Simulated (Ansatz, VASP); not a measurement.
Al in VASP and in Ansatz

File INCAR:

```
PREC = Accurate
ENCUT = 520
EDIFF = 1E-7
ISMEAR = 0
SIGMA = 0.15
LREAL = F
LASPH = T
NELM = 100
ALGO = Normal
ISIF = 2
LWAVE = F
LCHARG = F
GGA = CA
NBANDS = 8
```

Contents of KPOINTS:

```
regular mesh
0
Gamma
  22 22 22
```

Contents of POSCAR:

```
Al
1.0
   -1.6609638916      1.6609638916      1.4304221035
    1.6609638916     -1.6609638916      1.4304221035
    1.6609638916      1.6609638916     -1.4304221035
Al
1
Direct
    0.0000000000      0.0000000000      0.0000000000
```

Input for Ansatz:

```yaml
crystal:
  lattice:
    - [-1.6609638916, 1.6609638916, 1.4304221035]
    - [1.6609638916, -1.6609638916, 1.4304221035]
    - [1.6609638916, 1.6609638916, -1.4304221035]
  atoms:
    - { symbol: Al, position: [0.0, 0.0, 0.0] }
basis:
  ecutwfc: 420
kpoints:
  mp_grid: { grid: [22, 22, 22] }
hamiltonian:
  xc: lda
scf:
  occupations: { method: gaussian, width: 0.15 }
output:
  forces: true
  stress: true
  eigenvalues: true
```

Alike in both runs: task single point; functional LDA; k mesh 22 × 22 × 22; occupations gaussian, width 0.15 eV; no spin polarisation.

|  | VASP | Ansatz |
| --- | --- | --- |
| version | VASP 6.6.1 | Ansatz 0.2.0 |
| potentials or method | VASP PAW LDA potentials, release 64 (Al), cutoff 520 eV | scalar-relativistic, plane waves, PAW |
| valence electrons in the cell | 3 | 3 |

|  | VASP | Ansatz | Ansatz less VASP |
| --- | --- | --- | --- |
| gap on the k mesh at the Fermi level (eV) | none | none | - |
| pressure (GPa) | 2.3 | 2.2 | -0.09 |
| traceless stress, the component that is largest in VASP (GPa) | -1.28 | -1.27 | +0.010 |

LDA's correlation is that of Perdew and Zunger in VASP and of Perdew and Wang (1992) in Ansatz. A gap of «none» marks a metal or a gap that the smearing closes.
